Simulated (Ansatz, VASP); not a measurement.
**One calculation of MgB2, two programs**

The input INCAR:

```
PREC = Accurate
ENCUT = 520
EDIFF = 1E-7
ISMEAR = 0
SIGMA = 0.1
LREAL = F
LASPH = T
NELM = 80
ALGO = Normal
ISIF = 2
LWAVE = F
LCHARG = F
GGA = PS
NBANDS = 11
```

KPOINTS

```
Automatic mesh
0
Gamma
  15 15 10
```

The input POSCAR:

```
MgB2
1.0
    3.0850007055      0.0000000000      0.0000000000
   -1.5425003528      2.6716889817      0.0000000000
    0.0000000000      0.0000000000      3.5230000000
Mg B
1 2
Direct
    0.0000000000      0.0000000000      0.0000000000
    0.3333333333      0.6666666667      0.5000000000
    0.6666666667      0.3333333333      0.5127732047
```

Input for Ansatz:

```yaml
crystal:
  lattice:
    - [3.0850007055, 0.0, 0.0]
    - [-1.5425003528, 2.6716889817, 0.0]
    - [0.0, 0.0, 3.523]
  atoms:
    - { symbol: Mg, position: [0.0, 0.0, 0.0] }
    - { symbol: B, position: [0.3333333333, 0.6666666667, 0.5] }
    - { symbol: B, position: [0.6666666667, 0.3333333333, 0.5127732047] }
basis:
  ecutwfc: 420
kpoints:
  mp_grid: { grid: [15, 15, 10] }
hamiltonian:
  xc: pbesol
scf:
  occupations: { method: gaussian, width: 0.1 }
output:
  forces: true
  stress: true
  eigenvalues: true
```

Change from the starting cell: one atom moved.

Alike in both runs: task single point; functional PBEsol; k mesh 15 × 15 × 10; occupations gaussian, width 0.1 eV; no spin polarisation.

|  | VASP | Ansatz |
| --- | --- | --- |
| version | VASP 6.6.1 | Ansatz 0.2.0 |
| potentials or method | VASP PAW PBE potentials, release 64 (Mg, B), cutoff 520 eV | scalar-relativistic, plane waves, PAW |
| valence electrons in the cell | 8 | 16 |

VASP gave:

* gap on the k mesh at the Fermi level (eV): none
* pressure (GPa): -3.2
* traceless stress, the component that is largest in VASP (GPa): 1.33
* rms of the force components (eV/Å): 0.205

Problem. What did Ansatz give for the same quantities?

Solution. gap on the k mesh at the Fermi level (eV): none; pressure (GPa): -3.1; traceless stress, the component that is largest in VASP (GPa): 1.48; rms of the force components (eV/Å): 0.205.

VASP's potentials were made for PBE, not for PBEsol. Atom by atom the forces differ by 0.000 eV/Å (rms over components). A gap of «none» marks a metal or a gap that the smearing closes. VASP's potentials hold 8 valence electrons a cell and Ansatz's 16, so a difference there can come from the potentials and not from the codes.
